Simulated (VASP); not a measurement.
Runs of VASP 6.6.1 on BiSbTe2S. The structure is that of space group P-6m2 (No. 187), or close to it. The cells are those of the table. The cell was generated, and may not be a known phase.

```csv
task,cell,k mesh,cutoff (eV),gap on the mesh (eV),pressure (GPa),relaxed volume (Å³/atom)
single point,"a = 5.429, b = 5.429, c = 6.165 Å, angles 90.0, 90.0, 120.0°, 5 atoms",6 × 6 × 4,520,none,-0.4,-
relaxation of cell and atoms,"relaxed from a = 5.344, b = 5.344, c = 6.326 Å, angles 90.0, 90.0, 120.0°, 5 atoms",6 × 6 × 4,600,none,0.0,31.24
single point,"a = 5.379, b = 5.379, c = 6.230 Å, angles 90.0, 90.0, 120.0°, 5 atoms",12 × 12 × 6,520,none,-0.1,-
single point,"a = 4.678, b = 4.678, c = 8.625 Å, angles 90.0, 90.0, 120.0°, 5 atoms",6 × 6 × 2,520,none,(a),-
relaxation of cell and atoms,"relaxed from a = 4.678, b = 4.678, c = 8.625 Å, angles 90.0, 90.0, 120.0°, 5 atoms",6 × 6 × 2,600,none,0.0,31.35
single point,"a = 5.344, b = 5.344, c = 6.326 Å, angles 90.0, 90.0, 120.0°, 5 atoms",6 × 6 × 2,520,none,(b),-
```

Alike in all rows: level PBE; potentials or basis VASP PAW PBE potentials, release 64 (Sb, Bi_d, Te, S); no spin polarisation; smearing gaussian 0.1 eV.

Fill in the values left out.

(a) 18.5; (b) 0.1.

Caveats: some runs use coarse meshes; spin-orbit coupling is left out, which moves the levels of the heavy elements; this functional lacks dispersion, which binds layers or chains, so the pressure and a relaxed spacing across them are unreliable (at least some runs); a cell axis changed by over 15 % at a fixed basis, so the end point is rough (at least some runs).

A k mesh can miss the band edges, and the runs leave out spin-orbit coupling on Bi, Sb, Te.

A gap of «none» marks levels without a gap at the run's occupations.
